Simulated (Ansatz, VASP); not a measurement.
# MgS in VASP and in Ansatz

POSCAR

```
MgS
1.0
    0.0000000000      2.5886417500      2.5886417500
    2.5886417500      0.0000000000      2.5886417500
    2.5886417500      2.5886417500      0.0000000000
Mg S
1 1
Direct
    0.0000000000      0.0000000000      0.0000000000
    0.5000000000      0.5000000000      0.5000000000
```

Contents of INCAR.step1:

```
  PREC = Accurate
  ENCUT = 660
  ISMEAR = 0
  SIGMA = 0.01
  LREAL = F
  LASPH = T
  NELM = 120
  NBANDS = 11
  GGA = PE
  ALGO = Normal
  EDIFF = 1E-5
  LWAVE = T
  LCHARG = F
  GGA_COMPAT = F
```

INCAR.step2

```
  PREC = Accurate
  ENCUT = 660
  EDIFF = 1E-6
  ISMEAR = 0
  SIGMA = 0.01
  LREAL = F
  LASPH = T
  NELM = 120
  ALGO = Normal
  ISIF = 2
  LWAVE = F
  LCHARG = F
  METAGGA = R2SCAN
  LMIXTAU = T
  NBANDS = 11
  ISTART = 1
  GGA_COMPAT = F
```

The input KPOINTS:

```
Automatic mesh
0
Gamma
  8 8 8
```

Input for Ansatz:

```yaml
crystal:
  lattice:
    - [0.0, 2.58864175, 2.58864175]
    - [2.58864175, 0.0, 2.58864175]
    - [2.58864175, 2.58864175, 0.0]
  atoms:
    - { symbol: Mg, position: [0.0, 0.0, 0.0] }
    - { symbol: S, position: [0.5, 0.5, 0.5] }
kpoints:
  mp_grid: { grid: [8, 8, 8] }
scf:
  occupations: { method: fixed }
  convergence: { dr2_threshold: 1.0e-10 }
hamiltonian:
  xc: r2scan
  pseudopotentials: { kind: paw }
output:
  forces: true
  stress: true
  eigenstates:
    kpoints:
      - [0.0, 0.0, 0.0]
      - [0.0, -0.5, -0.5]
      - [-0.5, 0.0, -0.5]
      - [-0.5, -0.5, 0.0]
      - [-0.5, 0.0, 0.0]
      - [0.0, -0.5, 0.0]
      - [0.0, 0.0, -0.5]
      - [-0.5, -0.5, -0.5]
  eigenvalues: true
```

Alike in both runs: task single point; functional r2SCAN; k mesh 8 × 8 × 8; no spin polarisation.

|  | VASP | Ansatz |
| --- | --- | --- |
| version | VASP 6.6.1 | Ansatz 0.2.0 |
| potentials or method | VASP PAW PBE potentials, release 64 (Mg, S) | PAW with Ansatz's default frozen-core files, scalar-relativistic |
| plane-wave cutoff (eV) | 660 | 500 |
| occupations | gaussian, width 0.01 eV | fixed |
| valence electrons in the cell | 8 | 16 |

|  | VASP | Ansatz | Ansatz less VASP |
| --- | --- | --- | --- |
| gap on the k mesh at the Fermi level (eV) | 3.47 | 3.49 | +0.028 |
| pressure (GPa) | 0.8 | 1.2 | +0.46 |

VASP's potentials were made for PBE, not for r2SCAN. VASP's potentials hold 8 valence electrons a cell and Ansatz's 16, so a difference there can come from the potentials and not from the codes.
